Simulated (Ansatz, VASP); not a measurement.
**Two plane-wave programs on AlN**

```xyz
4
Lattice="3.1302 0.0000 0.0000 0.0000 5.0181 0.0000 0.0000 0.0000 16.9036" Properties=species:S:1:pos:R:3 pbc="T T T"
Al    2.3476    0.4033    8.5787
Al    0.7825    2.9123    8.3249
N     2.3476    2.1057    8.0874
N     0.7825    4.6149    8.8162
```

Alike in both runs: functional PBE; k mesh 10 × 6 × 1; occupations fermi-dirac, width 0.02 eV; no spin polarisation.

Ansatz relaxed the structure, and its values are those at the end. VASP's run is a single point on that final structure, the one shown.

|  | VASP | Ansatz |
| --- | --- | --- |
| version | VASP 6.6.1 | Ansatz 0.2.0 |
| potentials or method | VASP PAW PBE potentials, release 64 (Al, N) | PAW with Ansatz's default frozen-core files, scalar-relativistic |
| plane-wave cutoff (eV) | 520 | 420 |
| valence electrons in the cell | 16 | 16 |

|  | VASP | Ansatz | Ansatz less VASP |
| --- | --- | --- | --- |
| gap on the k mesh at the Fermi level (eV) | 3.08 | 3.08 | +0.001 |

The functional is the same, so the differences come from potentials, cutoffs and numerics. Ansatz's warnings: stress scf threshold loose, xc potential rough in thin density.
